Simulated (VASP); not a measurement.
**Ti3Ag: single point with LDA**

Ti3Ag:

```
Ti Ag
1.0
     4.26912    0.00000    0.00000
     0.00000    4.26912    0.00000
     0.00000    0.00000    4.02747
Ti Ag
3 1
Direct
  0.00000 0.50000 0.50000
  0.50000 0.00000 0.50000
  0.50000 0.50000 0.00000
  0.00000 0.00000 0.00000
```

- Program: VASP 6.6.1
- Task: single point
- Functional: LDA
- Potentials or basis: VASP PAW LDA potentials, release 64 (Ti_sv, Ag)
- Cutoff: 520 eV
- k mesh: 9 × 9 × 9
- Occupations: fermi-dirac, width 0.08 eV
- Spin: no spin polarisation

```
Pressure               : -14.5 GPa
Band gap on the k mesh : zero (an odd number of electrons rules out a gap without spin polarisation)
```

Stress tensor (GPa, compression positive):
```
-15.15   0.00   0.00
  0.00 -15.15   0.00
  0.00   0.00 -13.12
```

Levels at points of the mesh, in eV from the Fermi level:
```tsv
k point	band 20	band 21	band 22	band 23	band 24	band 25	band 26	band 27	band 28	band 29
(0.00, 0.00, 0.00)	-0.49	-0.49	-0.46	-0.27	-0.01	1.98	1.98	2.04	2.04	2.08
```

Wall time 80 s on 1 thread of Intel(R) Xeon(R) Platinum 8559C (Emerald Rapids), on a shared host, peak memory 0.26 GiB.

Caveat: the cell stands under tension.
